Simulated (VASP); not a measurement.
# Cs4Sn2I11 (a cell with a defect) in VASP: notebook

The runs below take Cs4Sn2I11 (a cell with a defect) through relaxation of the atoms, single point, with LDA.

All numbers are computed with VASP 6.6.1; they aren't measurements. Logs are shortened: lines on timing, memory, paths and dates and some standing lists are left out, and cuts for length are marked.

### 1 The cell of the first run

The cell holds a defect, 17 atoms: a = 7.978 Å, b = 7.978 Å, c = 11.283 Å, α = 90.00°, β = 90.00°, γ = 90.00°.

### 2 Relaxation of the atoms, LDA (atoms taken out)

File INCAR:

```
PREC = Accurate ; ENCUT = 450
EDIFF = 1E-7 ; ISMEAR = 0
SIGMA = 0.1 ; LREAL = F
LASPH = T ; NELM = 120
ALGO = Normal ; ISIF = 2
LWAVE = F ; LCHARG = F
GGA = CA ; IBRION = 2
NSW = 65 ; EDIFFG = -0.025
GGA_COMPAT = F ; NELMIN = 4
KPAR = 4
```

File KPOINTS:

```
regular mesh
0
Gamma
  3 3 3
```

File POSCAR:

```
Cs4Sn2I11
1.0
    5.6412849885     -5.6412849885      0.0000000000
   -5.6412849885     -5.6412849885      0.0000000000
    0.0000000000      0.0000000000    -11.2825699770
Cs Sn I
4 2 11
Direct
    0.5000000000      0.0000000000      0.2500000000
    0.0000000000      0.5000000000      0.7500000000
    0.5000000000      0.0000000000      0.7500000000
    0.0000000000      0.5000000000      0.2500000000
    0.5000000000      0.5000000000      0.5000000000
    0.0000000000      0.0000000000      0.0000000000
    0.2475845686      0.7524154314      0.5000000000
    0.2524154314      0.2524154314      0.0000000000
    0.7524154314      0.7524154314      0.5000000000
    0.7475845686      0.7475845686      0.0000000000
    0.2475845686      0.2475845686      0.5000000000
    0.2524154314      0.7475845686      0.0000000000
    0.7524154314      0.2475845686      0.5000000000
    0.5000000000      0.5000000000      0.7524154314
    0.0000000000      0.0000000000      0.2524154314
    0.5000000000      0.5000000000      0.2475845686
    0.0000000000      0.0000000000      0.7475845686
```

Potentials or basis: VASP PAW LDA potentials, release 64 (Cs_sv, Sn_d, I).

Launch:

```console
$ cat potpaw_LDA.64/Cs_sv/POTCAR potpaw_LDA.64/Sn_d/POTCAR potpaw_LDA.64/I/POTCAR > POTCAR
$ mpirun -np 4 vasp_std > vasp.out
```

OUTCAR:

```text
PREC = Accurate
   ENCUT = 450
   EDIFF = 1E-7
   ISMEAR = 0
   LREAL = F
   LASPH = T
   NELM = 120
   ISIF = 2
   GGA = CA
   IBRION = 2
   NSW = 65
   EDIFFG = -0.025
   NELMIN = 4

 ion  position               nearest neighbor table
   1  0.500  0.000  0.250-
   2  0.000  0.500  0.750-
   3  0.500  0.000  0.750-
   4  0.000  0.500  0.250-
   5  0.500  0.500  0.500-   7 2.85   9 2.85  11 2.85  13 2.85  14 2.85  16 2.85
   6  0.000  0.000  0.000-   8 2.85  10 2.85  12 2.85  15 2.85  17 2.85
   7  0.248  0.752  0.500-   5 2.85
   8  0.252  0.252  0.000-   6 2.85
   9  0.752  0.752  0.500-   5 2.85
  10  0.748  0.748  0.000-   6 2.85
  11  0.248  0.248  0.500-   5 2.85
  12  0.252  0.748  0.000-   6 2.85
  13  0.752  0.248  0.500-   5 2.85
  14  0.500  0.500  0.752-   5 2.85
  15  0.000  0.000  0.252-   6 2.85
  16  0.500  0.500  0.248-   5 2.85
  17  0.000  0.000  0.748-   6 2.85

  LATTYP: Found a simple tetragonal cell.
 ALAT       =     7.9779817399
 C/A-ratio  =     1.4142135624

  Lattice vectors:

 A1 = (   5.6412849885,  -5.6412849885,   0.0000000000)
 A2 = (  -5.6412849885,  -5.6412849885,   0.0000000000)
 A3 = (   0.0000000000,   0.0000000000, -11.2825699770)

Analysis of symmetry for initial positions (statically):
=====================================================================
 Subroutine PRICEL returns:
 Original cell was already a primitive cell.

 Routine SETGRP: Setting up the symmetry group for a
 simple tetragonal supercell.

 Subroutine GETGRP returns: Found  4 space group operations
 (whereof  4 operations were pure point group operations)
 out of a pool of 16 trial point group operations.

The static configuration has the point symmetry C_2v.

Analysis of symmetry for dynamics (positions and initial velocities):
=====================================================================
 Subroutine PRICEL returns:
 Original cell was already a primitive cell.

 Routine SETGRP: Setting up the symmetry group for a
 simple tetragonal supercell.

 Subroutine GETGRP returns: Found  4 space group operations
 (whereof  4 operations were pure point group operations)
 out of a pool of 16 trial point group operations.

The dynamic configuration has the point symmetry C_2v.

 Subroutine INISYM returns: Found  4 space group operations
 (whereof  4 operations are pure point group operations),
 and found     1 'primitive' translations

----------------------------------------------------------------------------------------

                                     Primitive cell

  volume of cell :     718.1152

  direct lattice vectors                    reciprocal lattice vectors
     5.641284988 -5.641284988  0.000000000     0.088632289 -0.088632289  0.000000000
    -5.641284988 -5.641284988  0.000000000    -0.088632289 -0.088632289  0.000000000
     0.000000000  0.000000000-11.282569977     0.000000000  0.000000000 -0.088632289

  length of vectors
     7.977981740  7.977981740 11.282569977     0.125344985  0.125344985  0.088632289

  position of ions in fractional coordinates (direct lattice)
     0.500000000  0.000000000  0.250000000
     0.000000000  0.500000000  0.750000000
     0.500000000  0.000000000  0.750000000
     0.000000000  0.500000000  0.250000000
     0.500000000  0.500000000  0.500000000
     0.000000000  0.000000000  0.000000000
[... 9 lines left out ...]
     0.500000000  0.500000000  0.247584569
     0.000000000  0.000000000  0.747584569

  ion indices of the primitive-cell ions
   primitive index   ion index
                 1           1
                 2           2
                 3           3
                 4           4
                 5           5
                 6           6
[... 9 lines left out ...]
                16          16
                17          17

----------------------------------------------------------------------------------------

 KPOINTS: regular mesh

Automatic generation of k-mesh.
 Grid dimensions read from file:
 generate k-points for:    3    3    3

 Generating k-lattice:

  Cartesian coordinates                     Fractional coordinates (reciprocal lattice)
     0.029544096 -0.029544096  0.000000000     0.333333333  0.000000000  0.000000000
    -0.029544096 -0.029544096  0.000000000     0.000000000  0.333333333  0.000000000
     0.000000000  0.000000000 -0.029544096     0.000000000  0.000000000  0.333333333

  Length of vectors
     0.041781662  0.041781662  0.029544096

  Shift w.r.t. Gamma in fractional coordinates (k-lattice)
     0.000000000  0.000000000  0.000000000

 Subroutine IBZKPT returns following result:
 ===========================================

 Found      8 irreducible k-points:

 Following reciprocal coordinates:
            Coordinates               Weight
  0.000000  0.000000  0.000000      1.000000
  0.333333  0.000000  0.000000      4.000000
  0.333333  0.333333  0.000000      2.000000
 -0.333333  0.333333  0.000000      2.000000
  0.000000  0.000000  0.333333      2.000000
  0.333333  0.000000  0.333333      8.000000
  0.333333  0.333333  0.333333      4.000000
 -0.333333  0.333333  0.333333      4.000000
   k-points           NKPTS =      8   k-points in BZ     NKDIM =      8   number of bands    NBANDS=     84
   number of dos      NEDOS =    301   number of ions     NIONS =     17
   total plane-waves  NPLWV = 250880
   dimension x,y,z NGX =    56 NGY =   56 NGZ =   80
   dimension x,y,z NGXF=   112 NGYF=  112 NGZF=  160
   ions per type =               4   2  11
   NGX,Y,Z   is equivalent  to a cutoff of  11.67, 11.67, 11.79 a.u.
   NGXF,Y,Z  is equivalent  to a cutoff of  23.34, 23.34, 23.58 a.u.
 SYSTEM =  unknown system
   PREC   = accura    normal or accurate (medium, high low for compatibility)
   ISTART =      0    job   : 0-new  1-cont  2-samecut
   ICHARG =      2    charge: 1-file 2-atom 10-const
   ISPIN  =      1    spin polarized calculation?
   LNONCOLLINEAR =      F non collinear calculations
   LSORBIT =      F    spin-orbit coupling
   LASPH  =      T    aspherical Exc in radial PAW
   ENCUT  =  450.0 eV  33.07 Ry    5.75 a.u.  13.80 13.80 19.52*2*pi/ulx,y,z
   NELM   =    120;   NELMIN=  4; NELMDL= -5     # of ELM steps
   EDIFF  = 0.1E-06   stopping-criterion for ELM
   LREAL  =      F    real-space projection
   EDIFFG = -.3E-01   stopping-criterion for IOM
   NSW    =     65    number of steps for IOM
   IBRION =      2    ionic relax: 0-MD 1-quasi-New 2-CG
   NFREE  =      1    steps in history (QN), initial steepest desc. (CG)
   ISIF   =      2    stress and relaxation
   ISYM   =      2    0-nonsym 1-usesym 2-fastsym
   POTIM  = 0.5000    time-step for ionic-motion
   TEBEG  =    0.0;   TEEND  =   0.0 temperature during run
   PSTRESS=    0.0 pullay stress
   NELECT =     141.0000    total number of electrons
   NUPDOWN=      -1.0000    fix difference up-down
   EMIN   =  10.00;   EMAX   =-10.00  energy-range for DOS
   EFERMI =   0.00;   METHOD = LEGACY
   ISMEAR =     0;   SIGMA  =   0.10  broadening in eV -4-tet -1-fermi 0-gaus
   EFERMI_NEDOS =   21; number of points for ismear=-14 and -15
   IALGO  =     38    algorithm
   IMIX   =      4    mixing-type and parameters
     AMIX     =   0.40;   BMIX     =  1.00
     AMIX_MAG =   1.60;   BMIX_MAG =  1.00
  volume/ion in A,a.u.               =      42.24       285.06
  Fermi-wavevector in a.u.,A,eV,Ry     =   0.951517  1.798106 12.318502  0.905384
  Thomas-Fermi vector in A             =   2.079994
   LORBIT       =      0    0 simple, 1 ext, 2 COOP (PROOUT), +10 PAW based schemes
   GGA     = CA    functional components
   LHFCALC =     F    Hartree Fock is set to
   AEXX    =    0.0000 exact exchange contribution
   IVDW    =     0    specifies the selected vdW correction
   LEPSILON=     F    determine dielectric tensor
   LRPA    =     F    only Hartree local field effects (RPA)
 conjugate gradient relaxation of ions
 non-spin polarized calculation
 Gauss-broadening in eV      SIGMA  =   0.10
  energy-cutoff  :      450.00
  volume of cell :      718.12
 maximum number of plane-waves:     15590
   NGX = 27   NGY = 27   NGZ = 39

--------------------------------------- Ionic step        1  -------------------------------------------

 number of electron     141.0000036 magnetization

 Free energy of the ion-electron system (eV)
  ---------------------------------------------------
  ext. energy  EPLUGINS =         0.00000000
  ---------------------------------------------------
  free energy    TOTEN  =       -50.94043418 eV

  energy without entropy =      -50.91519651  energy(sigma->0) =      -50.92781534

------------------------ aborting loop because EDIFF is reached ----------------------------------------

  FORCE on cell =-STRESS in cart. coord.  units (eV):
  Direction    XX          YY          ZZ          XY          YZ          ZX
  --------------------------------------------------------------------------------------
  -------------------------------------------------------------------------------------
  Total       -1.5981090      2.6125969      1.9154529      0.0000000      0.0000000      0.0000000
  in kB       -3.5655199      5.8289304      4.2735418      0.0000000      0.0000000      0.0000000
  external PRESSURE =       2.1789841 kB  Pullay stress =       0.0000000 kB
[... 134 lines left out ...]
  FREE ENERGIE OF THE ION-ELECTRON SYSTEM (eV)
  ---------------------------------------------------
  free  energy   TOTEN  =       -51.0748097007 eV

  energy  without entropy=      -51.0549137585  energy(sigma->0) =      -51.06486173

[... ionic steps 4 to 13 ...]

--------------------------------------- Ionic step       14  -------------------------------------------

 number of electron     141.0000010 magnetization

------------------------ aborting loop because EDIFF is reached ----------------------------------------
[... 97 lines left out ...]
--------------------------------------- Ionic step       16  -------------------------------------------

 number of electron     141.0000002 magnetization

 Free energy of the ion-electron system (eV)
  ---------------------------------------------------
  ext. energy  EPLUGINS =         0.00000000
  ---------------------------------------------------
  free energy    TOTEN  =       -51.21828409 eV

  energy without entropy =      -51.20538573  energy(sigma->0) =      -51.21183491

 E-fermi :   2.8024     XC(G=0):  -8.3937

 val. band max:        2.7422262708   @ k =   0.3333   0.0000   0.3333
 cond. band min:       2.9227233365   @ k =  -0.3333   0.3333   0.0000
 fundamental gap:      0.1804970656
 Fermi energy:         2.8023589207

 k-point     1 :       0.0000    0.0000    0.0000
  band No.  band energies     occupation
      1     -19.0716      2.00000
      2     -19.0162      2.00000
      3     -19.0053      2.00000
      4     -19.0012      2.00000
      5     -18.9599      2.00000
      6     -18.8990      2.00000
[... 669 lines left out ...]
     81       7.2941      0.00000
     82       7.4357      0.00000
 [bands above 82 left out]

------------------------ aborting loop because EDIFF is reached ----------------------------------------

  FORCE on cell =-STRESS in cart. coord.  units (eV):
  Direction    XX          YY          ZZ          XY          YZ          ZX
  --------------------------------------------------------------------------------------
  -------------------------------------------------------------------------------------
  Total       -0.9106873      1.1981099      0.1883480      0.0000000      0.0000000      0.0000000
  in kB       -2.0318225      2.6730871      0.4202206      0.0000000      0.0000000      0.0000000
  external PRESSURE =       0.3538284 kB  Pullay stress =       0.0000000 kB
[... 32 lines left out ...]
  FREE ENERGIE OF THE ION-ELECTRON SYSTEM (eV)
  ---------------------------------------------------
  free  energy   TOTEN  =       -51.2182840927 eV

  energy  without entropy=      -51.2053857350  energy(sigma->0) =      -51.21183491

 reached required accuracy - stopping structural energy minimisation
```

It took 24 min on 4 MPI ranks of AMD EPYC 7R13 (Zen 3), shared host; peak memory 0.62 GiB.

What came out:

* Free energy: -51.2183 eV
* Energy gained by relaxing: 16.3 meV/atom
* Ionic steps: 16
* Pressure after relaxing: 0.0 GPa
* Largest force after relaxing: 0.024 eV/Å
* Band gap on the k mesh: zero (an odd number of electrons rules out a gap without spin polarisation)

Forces on the atoms (eV/Å):
```
Cs   0.001  0.005  0.012
Cs   0.001 -0.005 -0.012
Cs   0.001  0.005 -0.012
Cs   0.001 -0.005  0.012
Sn  -0.011  0.000  0.000
Sn   0.011  0.000  0.000
I    0.007  0.000  0.000
I    0.007  0.003  0.000
I    0.003 -0.008  0.000
I    0.007 -0.003  0.000
I    0.003  0.008  0.000
I   -0.005  0.000  0.000
I    0.015  0.000  0.000
I    0.003  0.000  0.023
I   -0.022  0.000 -0.009
I    0.003  0.000 -0.023
I   -0.022  0.000  0.009
```

Step by step:
```csv
step,energy change (eV),largest force (eV/Å),pressure (GPa)
1,0.0000,0.9158,0.22
2,-0.0742,0.6381,0.14
3,-0.1344,0.6711,0.05
4,-0.1677,0.3723,-0.06
5,-0.1881,0.2949,-0.20
6,-0.2175,0.2242,-0.14
7,-0.2538,0.2324,0.06
8,-0.2665,0.1759,0.07
9,-0.2665,0.1813,0.07
10,-0.2722,0.0551,0.07
11,-0.2724,0.0870,0.08
12,-0.2749,0.0378,0.04
13,-0.2753,0.0599,0.03
14,-0.2766,0.0407,0.03
15,-0.2767,0.0588,0.03
16,-0.2778,0.0239,0.04
```

Final structure:
```cif
data_structure
_symmetry_space_group_name_H-M 'P 1'
_symmetry_Int_Tables_number 1
_cell_length_a 7.9780
_cell_length_b 7.9780
_cell_length_c 11.2826
_cell_angle_alpha 90.000
_cell_angle_beta 90.000
_cell_angle_gamma 90.000
_cell_volume 718.12
loop_
_atom_site_label
_atom_site_type_symbol
_atom_site_fract_x
_atom_site_fract_y
_atom_site_fract_z
_atom_site_occupancy
Cs1 Cs 0.48962 0.99533 0.26156 1
Cs2 Cs 0.00467 0.51038 0.73844 1
Cs3 Cs 0.48962 0.99533 0.73844 1
Cs4 Cs 0.00467 0.51038 0.26156 1
Sn1 Sn 0.50431 0.49569 0.50000 1
Sn2 Sn 0.02586 0.97414 0.00000 1
I1 I 0.24620 0.75380 0.50000 1
I2 I 0.24482 0.26036 0.00000 1
I3 I 0.75466 0.75562 0.50000 1
I4 I 0.73964 0.75518 0.00000 1
I5 I 0.24438 0.24534 0.50000 1
I6 I 0.26960 0.73040 0.00000 1
I7 I 0.75857 0.24143 0.50000 1
I8 I 0.50787 0.49213 0.75736 1
I9 I 0.98002 0.01998 0.24932 1
I10 I 0.50787 0.49213 0.24264 1
I11 I 0.98002 0.01998 0.75068 1
```

Levels at points of the mesh, in eV from the Fermi level:
```
           k point  band 66  band 67  band 68  band 69  band 70  band 71  band 72  band 73  band 74  band 75
(0.00, 0.00, 0.00)    -1.10    -1.05    -0.98    -0.86    -0.61    -0.58     0.65     2.21     3.01     3.01
```

Caveat: the cell differs from its parent crystal (atoms taken out); spin-orbit coupling is left out, which moves the levels of the heavy elements; an odd number of electrons without spin polarisation forces a metal; a magnetic or distorted state may lie lower.

[end of part 1 of 2]

The gap in the log of VASP goes by the Fermi energy; the results here count the filled bands.